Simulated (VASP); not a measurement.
Write the native input for VASP 6.6.1 that does the following.

```yaml
Task: single point
Functional: PBEsol
Potentials_or_basis: VASP PAW PBE potentials, release 64 (Pb_d, Se)
Cutoff: 500 eV
k_mesh: 6 × 6 × 6
Occupations: fermi-dirac, width 0.05 eV
Spin: no spin polarisation
Dipole_correction: no
Further_INCAR_settings: ALGO = Normal; EDIFF = 1e-06; NBANDS = 17
```

The structure of PbSe lies in POSCAR:

```
PbSe
1.0
    3.7589211139      0.0000000000      0.0000000000
    0.0000000000      3.7589211139      0.0000000000
    0.0000000000      0.0000000000      3.7589211139
Pb Se
1 1
Direct
    0.0000000000      0.0000000000      0.0000000000
    0.5000000000      0.5000000000      0.5000000000
```

The input as run:

INCAR

```
SYSTEM = PbSe
PREC = Accurate
ENCUT = 500
EDIFF = 1E-6
ISMEAR = -1
SIGMA = 0.05
LREAL = .FALSE.
LASPH = .TRUE.
NELM = 120
ALGO = Normal
ISIF = 2
LWAVE = .FALSE.
LCHARG = .FALSE.
GGA = PS
NBANDS = 17
GGA_COMPAT = .FALSE.
```

KPOINTS

```
Automatic mesh
0
G
  6 6 6
  0 0 0
```

Potentials or basis: VASP PAW PBE potentials, release 64 (Pb_d, Se).

Command:

```sh
$ cat potpaw_PBE.64/Pb_d/POTCAR potpaw_PBE.64/Se/POTCAR > POTCAR
$ mpirun -np 1 vasp_std > vasp.out
```

It gave:

```yaml
Pressure: -2.3 GPa
Band_gap_on_the_k_mesh: zero (band 10 reaches 5.54 eV, above the bottom of band 11 at 4.70 eV)
```

Caveat: the PAW data sets were made with another functional, which shifts forces and pressure a little; spin-orbit coupling is left out, which moves the levels of the heavy elements.

Run time: 7.5 s on 1 thread of Intel(R) Xeon(R) 6975P-C (Granite Rapids), on a shared host, peak memory 0.16 GiB.
